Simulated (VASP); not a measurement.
# WS2 (P3m1) in VASP: notebook, part 2 of 2

VASP 6.6.1. The steps go on from the part before.

## Step 5: Single point, PBE

This run uses another cell than the first one.

Contents of INCAR:

```
SYSTEM = WS2
ALGO     = Normal         ! electronic algorithm
EDIFF    = 1E-6           ! SCF threshold, eV
ENCUT    = 520            ! plane-wave cutoff, eV
GGA      = PE             ! functional
ISIF     = 2              ! what is computed and relaxed
ISMEAR   = 0              ! smearing method
LASPH    = .TRUE.         ! aspherical terms in the spheres
LCHARG   = .FALSE.        ! write CHGCAR
LREAL    = .FALSE.        ! projectors in reciprocal space
LWAVE    = .FALSE.        ! write WAVECAR
NBANDS   = 49             ! bands
NELM     = 60             ! most SCF steps
PREC     = Accurate       ! precision mode
SIGMA    = 0.02           ! smearing width, eV
```

Contents of KPOINTS:

```
k-points
0
G
  12 12 1
  0 0 0
```

Contents of POSCAR:

```
WS2
1.0
    3.1829541699      0.0000000000      0.0000000000
   -1.5914770850      2.7565191702      0.0000000000
    0.0000000000      0.0000000000     28.5322178600
W S
3 6
Direct
    0.6666666700      0.3333333300      0.6592864300
    0.3333333300      0.6666666700      0.8855337800
    0.3333333300      0.6666666700      0.4343616800
    0.6666666700      0.3333333300      0.9401857300
    0.6666666700      0.3333333300      0.4890304200
    0.3333333300      0.6666666700      0.7139522100
    0.6666666700      0.3333333300      0.8308482800
    0.6666666700      0.3333333300      0.3797102500
    0.3333333300      0.6666666700      0.6046252100
```

Potentials or basis: VASP PAW PBE potentials, release 64 (W_sv, S).

The run is started by

```bash
cat potpaw_PBE.64/W_sv/POTCAR potpaw_PBE.64/S/POTCAR > POTCAR
mpirun -np 1 vasp_std > vasp.out
```

OUTCAR:

```text
SYSTEM = WS2
   EDIFF = 1E-6
   ENCUT = 520
   GGA = PE
   ISIF = 2
   ISMEAR = 0
   LASPH = .TRUE.
   LREAL = .FALSE.
   NELM = 60
   PREC = Accurate

 ion  position               nearest neighbor table
   1  0.667  0.333  0.659-   9 2.41   9 2.41   9 2.41   6 2.41   6 2.41   6 2.41
   2  0.333  0.667  0.886-   4 2.41   4 2.41   4 2.41   7 2.41   7 2.41   7 2.41
   3  0.333  0.667  0.434-   8 2.41   8 2.41   8 2.41   5 2.41   5 2.41   5 2.41
   4  0.667  0.333  0.940-   2 2.41   2 2.41   2 2.41
   5  0.667  0.333  0.489-   3 2.41   3 2.41   3 2.41
   6  0.333  0.667  0.714-   1 2.41   1 2.41   1 2.41
   7  0.667  0.333  0.831-   2 2.41   2 2.41   2 2.41
   8  0.667  0.333  0.380-   3 2.41   3 2.41   3 2.41
   9  0.333  0.667  0.605-   1 2.41   1 2.41   1 2.41

  LATTYP: Found a hexagonal cell.
 ALAT       =     3.1829541699
 C/A-ratio  =     8.9640680754

  Lattice vectors:

 A1 = (   3.1829541699,   0.0000000000,   0.0000000000)
 A2 = (  -1.5914770850,   2.7565191702,   0.0000000000)
 A3 = (   0.0000000000,   0.0000000000,  28.5322178600)

Analysis of symmetry for initial positions (statically):
=====================================================================
 Subroutine PRICEL returns:
 Original cell was already a primitive cell.

 Routine SETGRP: Setting up the symmetry group for a
 hexagonal supercell.

 Subroutine GETGRP returns: Found  6 space group operations
 (whereof  6 operations were pure point group operations)
 out of a pool of 24 trial point group operations.

The static configuration has the point symmetry C_3v.

Analysis of symmetry for dynamics (positions and initial velocities):
=====================================================================
 Subroutine PRICEL returns:
 Original cell was already a primitive cell.

 Routine SETGRP: Setting up the symmetry group for a
 hexagonal supercell.

 Subroutine GETGRP returns: Found  6 space group operations
[... 136 lines left out ...]
   GGA     = PE    functional components
   LHFCALC =     F    Hartree Fock is set to
   AEXX    =    0.0000 exact exchange contribution
   IVDW    =     0    specifies the selected vdW correction
   LEPSILON=     F    determine dielectric tensor
   LRPA    =     F    only Hartree local field effects (RPA)
 non-spin polarized calculation
 Gauss-broadening in eV      SIGMA  =   0.02
  energy-cutoff  :      520.00
  volume of cell :      250.34
 maximum number of plane-waves:      6780
 NGX is ok and might be reduce to    24
   NGX = 11   NGY = 11   NGZ =107

 number of electron      78.0000002 magnetization

 Free energy of the ion-electron system (eV)
  ---------------------------------------------------
  ext. energy  EPLUGINS =         0.00000000
  ---------------------------------------------------
  free energy    TOTEN  =       -70.98623505 eV

  energy without entropy =      -70.98623505  energy(sigma->0) =      -70.98623505

 E-fermi :   3.0621     XC(G=0):  -7.4568

 val. band max:        2.7338902578   @ k =   0.0000   0.0000   0.0000
 cond. band min:       4.0919257864   @ k =   0.3333   0.3333   0.0000
 fundamental gap:      1.3580355286
 Fermi energy:         3.0620894278

 k-point     1 :       0.0000    0.0000    0.0000
  band No.  band energies     occupation
      1     -71.7180      2.00000
      2     -71.7166      2.00000
      3     -71.7165      2.00000
      4     -35.9558      2.00000
      5     -35.9542      2.00000
      6     -35.9540      2.00000
[... 977 lines left out ...]
     48       6.3615      0.00000
     49       7.7965      0.00000

------------------------ aborting loop because EDIFF is reached ----------------------------------------

  FORCE on cell =-STRESS in cart. coord.  units (eV):
  Direction    XX          YY          ZZ          XY          YZ          ZX
  --------------------------------------------------------------------------------------
  -------------------------------------------------------------------------------------
  Total        1.3774138      1.3774138      2.9587777     -0.0000000      0.0000000      0.0000000
  in kB        8.8155232      8.8155232     18.9363378     -0.0000000      0.0000000      0.0000000
  external PRESSURE =      12.1891280 kB  Pullay stress =       0.0000000 kB

 VOLUME and BASIS-vectors are now :
 -----------------------------------------------------------------------------
  energy-cutoff  :      520.00
  volume of cell :      250.34
      direct lattice vectors                 reciprocal lattice vectors
     3.182954170  0.000000000  0.000000000     0.314173547  0.181388182  0.000000000
    -1.591477085  2.756519170  0.000000000     0.000000000  0.362776363  0.000000000
     0.000000000  0.000000000 28.532217860     0.000000000  0.000000000  0.035048099

 POSITION                                       TOTAL-FORCE (eV/Angst)
 -----------------------------------------------------------------------------------
      1.59148      0.91884     18.81090         0.000000     -0.000000      0.004103
     -0.00000      1.83768     25.26624        -0.000000      0.000000      0.002889
     -0.00000      1.83768     12.39330         0.000000     -0.000000     -0.012371
      1.59148      0.91884     26.82558         0.000000     -0.000000      0.267617
      1.59148      0.91884     13.95312         0.000000     -0.000000      0.205845
     -0.00000      1.83768     20.37064         0.000000     -0.000000      0.212942
      1.59148      0.91884     23.70594        -0.000000      0.000000     -0.203262
      1.59148      0.91884     10.83398         0.000000     -0.000000     -0.268877
     -0.00000      1.83768     17.25130        -0.000000     -0.000000     -0.208887
 -----------------------------------------------------------------------------------
    total drift:                                0.000002     -0.000001     -0.000295

  FREE ENERGIE OF THE ION-ELECTRON SYSTEM (eV)
  ---------------------------------------------------
  free  energy   TOTEN  =       -70.9862350452 eV

  energy  without entropy=      -70.9862350452  energy(sigma->0) =      -70.98623505
```

Wall time 11 min (1 thread of Intel Xeon 8259CL, shared host); peak memory 0.44 GiB.

What came out:

- Free energy: -70.9862 eV
- Largest force: 0.269 eV/Å
- Band gap on the k mesh: 1.36 eV (least direct gap 1.76 eV)

Forces in eV/Å, atoms in the order of the input:
```
W    0.000  0.000  0.004
W    0.000  0.000  0.003
W    0.000  0.000 -0.012
S    0.000  0.000  0.268
S    0.000  0.000  0.206
S    0.000  0.000  0.213
S    0.000  0.000 -0.203
S    0.000  0.000 -0.269
S    0.000  0.000 -0.209
```

Caveat: spin-orbit coupling is left out, which moves the levels of the heavy elements.
